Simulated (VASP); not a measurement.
A run of VASP 6.6.1:

The input INCAR:

```
PREC = Accurate
ENCUT = 520
EDIFF = 1E-8
ISMEAR = -1
SIGMA = 0.05
LREAL = False
LASPH = True
NELM = 80
ALGO = Normal
ISIF = 2
LWAVE = False
LCHARG = False
GGA = PS
LEFG = True
NBANDS = 20
```

The input KPOINTS:

```
Automatic mesh
0
Gamma
  8 8 8
```

Contents of POSCAR:

```
Tl
1.0
    0.0000000000      3.4017220227      3.4017220227
    3.4017220227      0.0000000000      3.4017220227
    3.4017220227      3.4017220227      0.0000000000
Tl
2
Direct
   -0.2375000000     -0.0875000000     -0.0875000000
    0.2375000000      0.0875000000      0.0875000000
```

Potentials or basis: VASP PAW PBE potentials, release 64 (Tl_d).

Command:

```sh
$ cat potpaw_PBE.64/Tl_d/POTCAR > POTCAR
$ mpirun -np 1 vasp_std > vasp.out
```

Hardware: 1 thread of Intel(R) Xeon(R) 6975P-C (Granite Rapids), on a shared host.

Q: How long does it take, and how much memory?

A: It took 28 s on 1 thread of Intel(R) Xeon(R) 6975P-C (Granite Rapids), with other jobs on the host, peak memory 0.24 GiB. Counts: scf iterations 13, k points 65.
